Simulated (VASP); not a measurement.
# GaCo (Pm-3m) in VASP: further runs

GaCo is run at these levels: PBE; tasks: single point.

Program: VASP 6.6.1. These are calculated values, not measurements. Logs are shortened: lines on timing, memory, paths and dates and some standing lists are left out, and cuts for length are marked.

## Step 1: The cell of the first run

It takes space group Pm-3m (No. 221, cubic). The conventional cell has a = 2.883 Å, b = 2.883 Å, c = 2.883 Å, α = 90.00°, β = 90.00°, γ = 90.00°. Within 3.3 Å of Ga (site symmetry m-3m) lie 8 Co at 2.50 Å and 6 Ga at 2.88 Å. Within 3.3 Å of Co (site symmetry m-3m) lie 8 Ga at 2.50 Å and 6 Co at 2.88 Å.

## Step 2: Single point, PBE

INCAR

```
SYSTEM = GaCo
  ALGO = Normal
  EDIFF = 1E-6
  ENCUT = 520
  GGA = PE
  ISIF = 2
  ISMEAR = -1
  LASPH = .True.
  LCHARG = .False.
  LREAL = .False.
  LWAVE = .False.
  NBANDS = 30
  NELM = 100
  PREC = Accurate
  SIGMA = 0.05
```

KPOINTS

```
k-points
0
Gamma
  6 9 6
  0 0 0
```

POSCAR

```
GaCo
1.0
   -2.8831000000      0.0000000000     -2.8831000000
    0.0000000000     -2.8831000000      0.0000000000
   -2.8831000000      0.0000000000      2.8831000000
Ga Co
2 2
Direct
    0.0000000000      0.5000000000      0.5000000000
    0.5000000000      0.5000000000      0.0000000000
    0.0000000000      0.0000000000      0.0000000000
    0.5000000000      0.0000000000      0.5000000000
```

Potentials or basis: VASP PAW PBE potentials, release 64 (Ga_d, Co).

On the command line:

```
> cat potpaw_PBE.64/Ga_d/POTCAR potpaw_PBE.64/Co/POTCAR > POTCAR
> mpirun -np 1 vasp_std > vasp.out
```

OUTCAR:

```text
SYSTEM = GaCo
   EDIFF = 1E-6
   ENCUT = 520
   GGA = PE
   ISIF = 2
   ISMEAR = -1
   LASPH = .True.
   LREAL = .False.
   NELM = 100
   PREC = Accurate

 ion  position               nearest neighbor table
   1  0.000  0.500  0.500-   3 2.50   4 2.50   3 2.50   3 2.50   4 2.50   3 2.50   4 2.50   4 2.50
                             2 2.88   2 2.88   2 2.88   2 2.88
   2  0.500  0.500  0.000-   3 2.50   4 2.50   4 2.50   3 2.50   4 2.50   4 2.50   3 2.50   3 2.50
                             1 2.88   1 2.88   1 2.88   1 2.88
   3  0.000  0.000  0.000-   1 2.50   2 2.50   1 2.50   1 2.50   2 2.50   1 2.50   2 2.50   2 2.50
                             4 2.88   4 2.88   4 2.88   4 2.88
   4  0.500  0.000  0.500-   1 2.50   2 2.50   2 2.50   1 2.50   2 2.50   2 2.50   1 2.50   1 2.50
                             3 2.88   3 2.88   3 2.88   3 2.88

  LATTYP: Found a simple tetragonal cell.
 ALAT       =     4.0773191217
 C/A-ratio  =     0.7071067812

  Lattice vectors:

 A1 = (   2.8831000000,   0.0000000000,   2.8831000000)
 A2 = (  -2.8831000000,   0.0000000000,   2.8831000000)
 A3 = (   0.0000000000,  -2.8831000000,   0.0000000000)

Analysis of symmetry for initial positions (statically):
=====================================================================
 Subroutine PRICEL returns following result:

  LATTYP: Found a simple cubic cell.
 ALAT       =     2.8831000000

  Lattice vectors:

 A1 = (   0.0000000000,   0.0000000000,  -2.8831000000)
 A2 = (   0.0000000000,  -2.8831000000,   0.0000000000)
 A3 = (  -2.8831000000,   0.0000000000,   0.0000000000)

   2 primitive cells build up your supercell.

 Routine SETGRP: Setting up the symmetry group for a
 simple tetragonal supercell.

 Subroutine GETGRP returns: Found 16 space group operations
 (whereof 16 operations were pure point group operations)
 out of a pool of 16 trial point group operations.

The static configuration has the point symmetry D_4h.

Analysis of symmetry for dynamics (positions and initial velocities):
=====================================================================
 Subroutine PRICEL returns following result:

  LATTYP: Found a simple cubic cell.
 ALAT       =     2.8831000000

  Lattice vectors:

 A1 = (   0.0000000000,   0.0000000000,  -2.8831000000)
 A2 = (   0.0000000000,  -2.8831000000,   0.0000000000)
 A3 = (  -2.8831000000,   0.0000000000,   0.0000000000)

   2 primitive cells build up your supercell.

 Routine SETGRP: Setting up the symmetry group for a
 simple tetragonal supercell.

 Subroutine GETGRP returns: Found 16 space group operations
 (whereof 16 operations were pure point group operations)
 out of a pool of 16 trial point group operations.

The dynamic configuration has the point symmetry D_4h.

 Subroutine INISYM returns: Found 16 space group operations
 (whereof 16 operations are pure point group operations),
 and found     2 'primitive' translations

----------------------------------------------------------------------------------------

                                     Primitive cell

  volume of cell :      23.9651

  direct lattice vectors                    reciprocal lattice vectors
     0.000000000  0.000000000 -2.883100000     0.000000000  0.000000000 -0.346848878
     0.000000000 -2.883100000  0.000000000     0.000000000 -0.346848878  0.000000000
    -2.883100000  0.000000000  0.000000000    -0.346848878  0.000000000  0.000000000

  length of vectors
     2.883100000  2.883100000  2.883100000     0.346848878  0.346848878  0.346848878

  position of ions in fractional coordinates (direct lattice)
     0.500000000  0.500000000  0.500000000
     0.000000000  0.000000000  0.000000000

  ion indices of the primitive-cell ions
   primitive index   ion index
                 1           1
                 2           3

----------------------------------------------------------------------------------------

 KPOINTS: k-points

Automatic generation of k-mesh.
 Grid dimensions read from file:
 generate k-points for:    6    9    6

 Generating k-lattice:

  Cartesian coordinates                     Fractional coordinates (reciprocal lattice)
    -0.028904073  0.000000000 -0.028904073     0.166666667  0.000000000  0.000000000
     0.000000000 -0.038538764  0.000000000     0.000000000  0.111111111  0.000000000
    -0.028904073  0.000000000  0.028904073     0.000000000  0.000000000  0.166666667

  Length of vectors
     0.040876532  0.038538764  0.040876532

  Shift w.r.t. Gamma in fractional coordinates (k-lattice)
     0.000000000  0.000000000  0.000000000

 Subroutine IBZKPT returns following result:
 ===========================================

 Found     50 irreducible k-points:

 Following reciprocal coordinates:
            Coordinates               Weight
  0.000000  0.000000  0.000000      1.000000
  0.166667  0.000000  0.000000      4.000000
  0.333333  0.000000  0.000000      4.000000
  0.500000  0.000000  0.000000      2.000000
  0.000000  0.111111  0.000000      2.000000
  0.166667  0.111111  0.000000      8.000000
[... 16 lines left out ...]
  0.500000  0.000000  0.166667      4.000000
  0.166667  0.111111  0.166667      8.000000
 [... further k-points ...]
   k-points           NKPTS =     50   k-points in BZ     NKDIM =     50   number of bands    NBANDS=     30
   number of dos      NEDOS =    301   number of ions     NIONS =      4
   total plane-waves  NPLWV =  21600
   dimension x,y,z NGX =    30 NGY =   24 NGZ =   30
   dimension x,y,z NGXF=    60 NGYF=   48 NGZF=   60
   ions per type =               2   2
   NGX,Y,Z   is equivalent  to a cutoff of  12.23, 13.84, 12.23 a.u.
   NGXF,Y,Z  is equivalent  to a cutoff of  24.46, 27.68, 24.46 a.u.
 SYSTEM =  GaCo
   PREC   = accura    normal or accurate (medium, high low for compatibility)
   ISTART =      0    job   : 0-new  1-cont  2-samecut
   ICHARG =      2    charge: 1-file 2-atom 10-const
   ISPIN  =      1    spin polarized calculation?
   LNONCOLLINEAR =      F non collinear calculations
   LSORBIT =      F    spin-orbit coupling
   LASPH  =      T    aspherical Exc in radial PAW
   ENCUT  =  520.0 eV  38.22 Ry    6.18 a.u.   7.58  5.36  7.58*2*pi/ulx,y,z
   NELM   =    100;   NELMIN=  2; NELMDL= -5     # of ELM steps
   EDIFF  = 0.1E-05   stopping-criterion for ELM
   LREAL  =      F    real-space projection
   EDIFFG = 0.1E-04   stopping-criterion for IOM
   NSW    =      0    number of steps for IOM
   IBRION =     -1    ionic relax: 0-MD 1-quasi-New 2-CG
   NFREE  =      0    steps in history (QN), initial steepest desc. (CG)
   ISIF   =      2    stress and relaxation
   ISYM   =      2    0-nonsym 1-usesym 2-fastsym
   POTIM  = 0.5000    time-step for ionic-motion
   TEBEG  =    0.0;   TEEND  =   0.0 temperature during run
   PSTRESS=    0.0 pullay stress
   NELECT =      44.0000    total number of electrons
   NUPDOWN=      -1.0000    fix difference up-down
   EMIN   =  10.00;   EMAX   =-10.00  energy-range for DOS
   EFERMI =   0.00;   METHOD = LEGACY
   ISMEAR =    -1;   SIGMA  =   0.05  broadening in eV -4-tet -1-fermi 0-gaus
   EFERMI_NEDOS =   21; number of points for ismear=-14 and -15
   IALGO  =     38    algorithm
   IMIX   =      4    mixing-type and parameters
     AMIX     =   0.40;   BMIX     =  1.00
     AMIX_MAG =   1.60;   BMIX_MAG =  1.00
  volume/ion in A,a.u.               =      11.98        80.86
  Fermi-wavevector in a.u.,A,eV,Ry     =   1.591070  3.006687 34.443210  2.531504
  Thomas-Fermi vector in A             =   2.689667
   LORBIT       =      0    0 simple, 1 ext, 2 COOP (PROOUT), +10 PAW based schemes
   GGA     = PE    functional components
   LHFCALC =     F    Hartree Fock is set to
   AEXX    =    0.0000 exact exchange contribution
   IVDW    =     0    specifies the selected vdW correction
   LEPSILON=     F    determine dielectric tensor
   LRPA    =     F    only Hartree local field effects (RPA)
 non-spin polarized calculation
  energy-cutoff  :      520.00
  volume of cell :       47.93
 maximum number of plane-waves:      1320
   NGX = 15   NGY = 11   NGZ = 15

 number of electron      44.0000053 magnetization

 Free energy of the ion-electron system (eV)
  ---------------------------------------------------
  ext. energy  EPLUGINS =         0.00000000
  ---------------------------------------------------
  free energy    TOTEN  =       -20.96461553 eV

  energy without entropy =      -20.94230637  energy(sigma->0) =      -20.95346095

 E-fermi :   9.7060     XC(G=0): -13.1592

 val. band max:        9.6774071067   @ k =   0.1667   0.0000   0.1667
 cond. band min:       9.7115547210   @ k =   0.3333   0.4444   0.0000
 fundamental gap:      0.0341476143
 Fermi energy:         9.7060398636

 k-point     1 :       0.0000    0.0000    0.0000
  band No.  band energies     occupation
      1      -5.4489      2.00000
      2      -5.4484      2.00000
      3      -5.4345      2.00000
      4      -5.3038      2.00000
      5      -5.2186      2.00000
      6      -5.2186      2.00000
[... 22 lines left out ...]
     29      20.7293      0.00000
     30      20.7299      0.00000

 k-point     2 :       0.1667    0.0000    0.0000
  band No.  band energies     occupation
      1      -5.4343      2.00000
      2      -5.4196      2.00000
      3      -5.4064      2.00000
      4      -5.3094      2.00000
      5      -5.2109      2.00000
      6      -5.2071      2.00000
[... 22 lines left out ...]
     29      20.9710      0.00000
     30      21.0168      0.00000

 k-point     3 :       0.3333    0.0000    0.0000
  band No.  band energies     occupation
      1      -5.3995      2.00000
      2      -5.3369      2.00000
      3      -5.3368      2.00000
      4      -5.3241      2.00000
      5      -5.1901      2.00000
      6      -5.1785      2.00000
[... 682 lines left out ...]
     29      20.7600      0.00000
     30      20.7600      0.00000

 k-point    24 :       0.1667    0.1111    0.1667
  band No.  band energies     occupation
      1      -5.4147      2.00000
      2      -5.3749      2.00000
      3      -5.3645      2.00000
      4      -5.2752      2.00000
      5      -5.2342      2.00000
      6      -5.2028      2.00000
[... 22 lines left out ...]
     29      18.9164      0.00000
     30      21.2271      0.00000

 [... further k-points ...]

------------------------ aborting loop because EDIFF is reached ----------------------------------------

  FORCE on cell =-STRESS in cart. coord.  units (eV):
  Direction    XX          YY          ZZ          XY          YZ          ZX
  --------------------------------------------------------------------------------------
  -------------------------------------------------------------------------------------
  Total       -0.0311998      0.0094588     -0.0311998     -0.0000000     -0.0000000      0.0000000
  in kB       -1.0429256      0.3161836     -1.0429256     -0.0000000     -0.0000000      0.0000000
  external PRESSURE =      -0.5898892 kB  Pullay stress =       0.0000000 kB

 VOLUME and BASIS-vectors are now :
 -----------------------------------------------------------------------------
  energy-cutoff  :      520.00
  volume of cell :       47.93
      direct lattice vectors                 reciprocal lattice vectors
    -2.883100000  0.000000000 -2.883100000    -0.173424439  0.000000000 -0.173424439
     0.000000000 -2.883100000  0.000000000     0.000000000 -0.346848878  0.000000000
    -2.883100000  0.000000000  2.883100000    -0.173424439  0.000000000  0.173424439

 POSITION                                       TOTAL-FORCE (eV/Angst)
 -----------------------------------------------------------------------------------
     -1.44155     -1.44155      1.44155        -0.000000      0.000000     -0.000000
     -1.44155     -1.44155     -1.44155        -0.000000     -0.000000      0.000000
      0.00000      0.00000      0.00000         0.000000     -0.000000     -0.000000
     -2.88310      0.00000      0.00000        -0.000000     -0.000000      0.000000
 -----------------------------------------------------------------------------------
    total drift:                                0.000000     -0.000000     -0.000000

  FREE ENERGIE OF THE ION-ELECTRON SYSTEM (eV)
  ---------------------------------------------------
  free  energy   TOTEN  =       -20.9646155349 eV

  energy  without entropy=      -20.9423063734  energy(sigma->0) =      -20.95346095
```

Run time: 88 s. Hardware: 1 thread of Intel Xeon 8259CL, shared host; peak memory 0.2 GiB.

What came out:

| Property | Result |
| --- | --- |
| Free energy | -20.9646 eV |
| Pressure | -0.1 GPa |
| Band gap on the k mesh | zero (bands 22 and 23 overlap by 0.72 eV) |

Caveat: the run has no spin polarisation, though such a crystal can be magnetic. Spin polarisation is off, so any magnetic state and its effect on volume and gap are missing.

(Continued in part 2 of 2.)
